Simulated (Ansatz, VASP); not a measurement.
**MnS: VASP beside Ansatz**

INCAR

```
ALGO = Normal
EDIFF = 1E-6
ENCUT = 520
GGA = PS
ISIF = 2
ISMEAR = 1
ISPIN = 2
LASPH = True
LCHARG = False
LDAU = True
LDAUJ = 0 0
LDAUL = 2 -1
LDAUPRINT = 1
LDAUTYPE = 2
LDAUU = 3.5 0
LMAXMIX = 4
LORBIT = 11
LREAL = False
LWAVE = False
MAGMOM = 5.2 0
NBANDS = 20
NELM = 150
PREC = Accurate
SIGMA = 0.1
```

File KPOINTS:

```
k-points
0
Gamma
  8 8 8
```

The input POSCAR:

```
MnS
1.0
    0.0000000000      2.7812074875      2.7812074875
    2.7812074875      0.0000000000      2.7812074875
    2.7812074875      2.7812074875      0.0000000000
Mn S
1 1
Direct
    0.0000000000      0.0000000000      0.0000000000
    0.2500000000      0.2500000000      0.2500000000
```

Input for Ansatz:

```yaml
crystal:
  lattice:
    - [0.0, 2.7812074874619523, 2.7812074874619523]
    - [2.7812074874619523, 0.0, 2.7812074874619523]
    - [2.7812074874619523, 2.7812074874619523, 0.0]
  atoms:
    - { symbol: Mn, position: [0.0, 0.0, 0.0], spin: 5.2 }
    - { symbol: S, position: [0.25, 0.25, 0.25] }
basis:
  ecutwfc: 435.382179935808
kpoints:
  mp_grid:
    grid: [8, 8, 8]
hamiltonian:
  xc: pbesol
  hubbard:
    - { species: Mn, l: d, u_eff: 3.5 }
magnetization:
  spin_polarized: true
scf:
  max_iter: 200
  convergence:
    dr2_threshold: 1.0e-05
  occupations:
    method: cold
  initial_density:
    normalization: atom
```

Alike in both runs: task single point; functional PBEsol; k mesh 8 × 8 × 8; collinear spin; Hubbard terms Mn d U = 3.5 eV.

|  | VASP | Ansatz |
| --- | --- | --- |
| version | VASP 6.6.1 | Ansatz 0.2.0 |
| potentials or method | VASP PAW PBE potentials, release 64 (Mn_pv, S), cutoff 520 eV | plane waves, PAW |
| occupations | methfessel-paxton of order 1, width 0.1 eV | cold |
| valence electrons in the cell | 19 | 21 |

```csv
,VASP,Ansatz,Ansatz less VASP
net moment per atom (μB),2.50,2.50,0.000
size of the moment on the site where the two differ most (μB),4.54,4.31,-0.232
```

VASP's potentials were made for PBE, not for PBEsol. Site moments also hang on the region over which each program counts them. The programs project onto different local orbitals, so the same U acts differently, and such runs can settle in different states. VASP's potentials hold 19 valence electrons a cell and Ansatz's 21, so a difference there can come from the potentials and not from the codes. Ansatz's warnings: given moment on shells, stability check not made.
